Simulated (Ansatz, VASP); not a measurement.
## Os: VASP beside Ansatz

```
Os
1.0
     2.71752    0.00000    0.00000
    -1.35876    2.35345    0.00000
     0.00000    0.00000    4.28446
Os
2
Direct
  0.33333 0.66667 0.25000
  0.66667 0.33333 0.75000
```

Alike in both runs: task single point; functional LDA; k mesh 19 × 19 × 11; occupations fermi-dirac, width 0.1 eV; no spin polarisation.

```csv
,VASP,Ansatz
version,VASP 6.6.1,Ansatz 0.2.0
potentials or method,"VASP PAW LDA potentials, release 64 (Os_sv_GW), cutoff 560 eV","plane waves (420 eV) with PAW, scalar-relativistic"
valence electrons in the cell,32,32
```

Ansatz gave:

| Quantity | Value |
| --- | --- |
| pressure (GPa) | 0.1 |
| traceless stress, the component that is largest in VASP (GPa) | 0.49 |

Problem. Estimate VASP's values.

Solution. Pressure (GPa): 0.5; traceless stress, the component that is largest in VASP (GPa): 0.63.

Ansatz warns that its potentials were made for another functional, while VASP's fit it. LDA's correlation is that of Perdew and Zunger in VASP and of Perdew and Wang (1992) in Ansatz.

Neither program's run includes spin-orbit coupling.
